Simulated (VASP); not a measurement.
The system is C.

```
CELL_PARAMETERS angstrom
0.00000 1.87785 1.87785
1.87785 0.00000 1.87785
1.87785 1.87785 0.00000
ATOMIC_POSITIONS crystal
C 0.00000 0.00000 0.00000
C 0.25000 0.25000 0.25000
```

This cell differs from its parent crystal: strain +5.5%.

Base run:

- Program: VASP 6.6.1
- Functional: r2SCAN
- Potentials or basis: VASP PAW PBE potentials, release 64 (C)
- Cutoff: 520 eV
- k mesh: 12 × 12 × 12
- Occupations: gaussian, width 0.01 eV
- Spin: no spin polarisation

Its results: band gap on the k mesh 3.99 eV (least direct gap 5.41 eV); pressure -52.9 GPa.

Q: The run is repeated on the same cell with these changes: functional from r2SCAN to PBE; occupations from gaussian, width 0.01 eV to fermi-dirac, width 0.02 eV. What comes out?

A: Band gap on the k mesh 3.81 eV (least direct gap 5.17 eV); pressure -48.9 GPa.

Caveats: the cell stands under tension; the PAW data sets were made with another functional, which shifts forces and pressure a little (at least some runs).

A k mesh can miss the band edges.
